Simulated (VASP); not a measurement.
Set up this calculation in VASP 6.6.1, as the native input.

```
Task                   : single point
Functional             : PBEsol
Potentials or basis    : VASP PAW PBE potentials, release 64 (Ta_pv, Cu)
Cutoff                 : 520 eV
k mesh                 : 9 × 9 × 9
Occupations            : fermi-dirac, width 0.05 eV
Spin                   : no spin polarisation
Dipole correction      : no
Further INCAR settings : ALGO = Fast; EDIFF = 1e-06; NBANDS = 30
```

The structure of Ta3Cu lies in POSCAR:

```
Ta3Cu
1.0
   -2.0197955131      2.0197955131      4.2360394877
    2.0197955131     -2.0197955131      4.2360394877
    2.0197955131      2.0197955131     -4.2360394877
Ta Cu
3 1
Direct
    0.5000000000      0.5000000000      0.0000000000
    0.2500000000      0.7500000000      0.5000000000
    0.7500000000      0.2500000000      0.5000000000
    0.0000000000      0.0000000000      0.0000000000
```

One way to write it, as run:

INCAR

```
SYSTEM = Ta3Cu
ALGO = Fast
EDIFF = 1E-6
ENCUT = 520
GGA = PS
ISIF = 2
ISMEAR = -1
LASPH = .TRUE.
LCHARG = .FALSE.
LREAL = .FALSE.
LWAVE = .FALSE.
NBANDS = 30
NELM = 80
PREC = Accurate
SIGMA = 0.05
```

KPOINTS

```
k-points
0
G
  9 9 9
  0 0 0
```

Potentials or basis: VASP PAW PBE potentials, release 64 (Ta_pv, Cu).

The run is started by

```console
$ cat potpaw_PBE.64/Ta_pv/POTCAR potpaw_PBE.64/Cu/POTCAR > POTCAR
$ mpirun -np 1 vasp_std > vasp.out
```

Results of the run:

```yaml
Pressure: -9.0 GPa
Band_gap_on_the_k_mesh: zero (band 22 reaches 6.47 eV, above the bottom of band 23 at 5.20 eV)
```

Caveat: the PAW data sets were made with another functional, which shifts forces and pressure a little; spin-orbit coupling is left out, which moves the levels of the heavy elements.

Run time: 2.8 min on 1 thread of Intel(R) Xeon(R) 6975P-C (Granite Rapids) (shared host), peak memory 0.33 GiB.
